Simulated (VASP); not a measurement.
A run of VASP 6.6.1:

File INCAR:

```
PREC = Accurate ; ENCUT = 520
EDIFF = 1E-6 ; ISMEAR = 0
SIGMA = 0.15 ; LREAL = F
LASPH = T ; NELM = 80
ALGO = Fast ; ISIF = 2
LWAVE = F ; LCHARG = F
GGA = PE ; NBANDS = 8
```

Contents of KPOINTS:

```
Automatic mesh
0
Gamma
  20 20 20
```

Contents of POSCAR:

```
Al
1.0
    0.0000000000      2.1858984000      1.9430208000
    2.1858984000      0.0000000000      1.9430208000
    2.1858984000      2.1858984000      0.0000000000
Al
1
Direct
    0.0000000000      0.0000000000      0.0000000000
```

Potentials or basis: VASP PAW PBE potentials, release 64 (Al).

The run is started by

```bash
$ cat potpaw_PBE.64/Al/POTCAR > POTCAR
$ mpirun -np 1 vasp_std > vasp.out
```

Hardware: 1 thread of AMD EPYC 9R45, with other jobs on the host.

Task: How long does it take, and how much memory?

Result: It took 110 s on 1 thread of AMD EPYC 9R45 (shared host), peak memory 0.17 GiB. Counts: scf iterations 10, k points 641.
